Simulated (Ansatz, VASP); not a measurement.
## Pt in VASP and in Ansatz

```xyz
2
Lattice="0.0000 2.3830 5.0184 1.3630 0.0000 5.0184 1.3630 2.3830 0.0000" Properties=species:S:1:pos:R:3 pbc="T T T"
Pt    1.3630    2.3830    1.3098
Pt    1.3630    2.3830    8.7270
```

Alike in both runs: functional PBE; k mesh 24 × 24 × 24; occupations gaussian, width 0.1 eV; no spin polarisation.

Ansatz relaxed the structure, and its values are those at the end. VASP's run is a single point on that final structure, the one shown.

|  | VASP | Ansatz |
| --- | --- | --- |
| version | VASP 6.6.1 | Ansatz 0.2.0 |
| potentials or method | VASP PAW PBE potentials, release 64 (Pt), cutoff 520 eV | scalar-relativistic, plane waves, PAW |
| valence electrons in the cell | 20 | 36 |

|  | VASP | Ansatz | Ansatz less VASP |
| --- | --- | --- | --- |
| gap on the k mesh at the Fermi level (eV) | none | none | - |
| pressure (GPa) | -0.5 | 0.0 | +0.53 |
| rms of the force components (eV/Å) | 0.003 | 0.000 | -0.0030 |

A gap of «none» marks a metal or a gap that the smearing closes. VASP's potentials hold 20 valence electrons a cell and Ansatz's 36, so a difference there can come from the potentials and not from the codes.

Spin-orbit coupling is off throughout.
